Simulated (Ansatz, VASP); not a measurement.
**HfO2: VASP beside Ansatz**

```
CELL_PARAMETERS angstrom
0.00000 2.52207 2.52207
2.52207 0.00000 2.52207
2.52207 2.52207 0.00000
ATOMIC_POSITIONS crystal
Hf 0.99890 0.00110 0.00110
O 0.25615 0.24385 0.24385
O 0.75615 0.74385 0.74385
```

Change from the starting cell: mode 4 frozen in at -0.031 Å and mode 5 at +0.000 Å (largest displacements).

Alike in both runs: task single point; functional PBEsol; k mesh 8 × 8 × 8; occupations gaussian, width 0.05 eV; no spin polarisation.

```csv
,VASP,Ansatz
version,VASP 6.6.1,Ansatz 0.2.0
potentials or method,"VASP PAW PBE potentials, release 64 (Hf_pv, O), cutoff 520 eV","scalar-relativistic, plane waves, PAW"
valence electrons in the cell,22,38
```

Ansatz gave:

* gap on the k mesh at the Fermi level (eV): 3.69
* least direct gap on the mesh (eV): 3.69
* pressure (GPa): 0.2
* rms of the force components (eV/Å): 0.085

Q: Which values does VASP return?

A: gap on the k mesh at the Fermi level (eV): 3.71; least direct gap on the mesh (eV): 3.71; pressure (GPa): -3.6; rms of the force components (eV/Å): 0.081.

VASP's potentials were made for PBE, not for PBEsol, and Ansatz warns of the same on its side. Atom by atom the forces differ by 0.003 eV/Å (rms over components). With one functional, cell and mesh, what is left measures potentials, basis and numerics. VASP's potentials hold 22 valence electrons a cell and Ansatz's 38, so a difference there can come from the potentials and not from the codes.

Neither program's run includes spin-orbit coupling.
